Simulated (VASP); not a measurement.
Set up this calculation in VASP 6.6.1, as the native input.

- Task: single point
- Functional: PBE
- Potentials or basis: VASP PAW PBE potentials, release 64 (Rb_sv, Ba_sv, Sr_sv)
- Cutoff: 520 eV
- k mesh: 12 × 12 × 1
- Occupations: gaussian, width 0.1 eV
- Spin: no spin polarisation
- Dipole correction: yes
- Further INCAR settings: ALGO = Normal; EDIFF = 1e-07; NBANDS = 22

The structure of RbBaSr lies in POSCAR:

```
RbBaSr
1.0
    4.4693349761      0.0000000000      0.0000000000
   -2.2346674881      3.8705576273      0.0000000000
    0.0000000000      0.0000000000     39.4927323597
Rb Ba Sr
1 1 1
Direct
    0.0000000000      0.0000000000      0.2556198079
    0.6666666667      0.3333333333      0.1539996201
    0.3333333333      0.6666666667      0.3530525421
```

These files were run (other wordings do the same):

INCAR

```
ALGO = Normal ; DIPOL = 0.5 0.5 0.254
EDIFF = 1E-7 ; ENCUT = 520
GGA = PE ; IDIPOL = 3
ISIF = 2 ; ISMEAR = 0
LASPH = T ; LCHARG = F
LDIPOL = T ; LREAL = F
LWAVE = F ; NBANDS = 22
NELM = 100 ; PREC = Accurate
SIGMA = 0.1
```

KPOINTS

```
k-points
0
Gamma
  12 12 1
```

Potentials or basis: VASP PAW PBE potentials, release 64 (Rb_sv, Ba_sv, Sr_sv).

The run is started by

```bash
$ cat potpaw_PBE.64/Rb_sv/POTCAR potpaw_PBE.64/Ba_sv/POTCAR potpaw_PBE.64/Sr_sv/POTCAR > POTCAR
$ mpirun -np 1 vasp_std > vasp.out
```

Results of the run:

```yaml
Band_gap_on_the_k_mesh: zero (an odd number of electrons rules out a gap without spin polarisation)
```

Caveat: spin-orbit coupling is left out, which moves the levels of the heavy elements.

Run time: 21 min on 1 thread of Intel(R) Xeon(R) Platinum 8259CL CPU @ 2.50GHz (Skylake/Cascade Lake), on a shared host, peak memory 0.96 GiB.
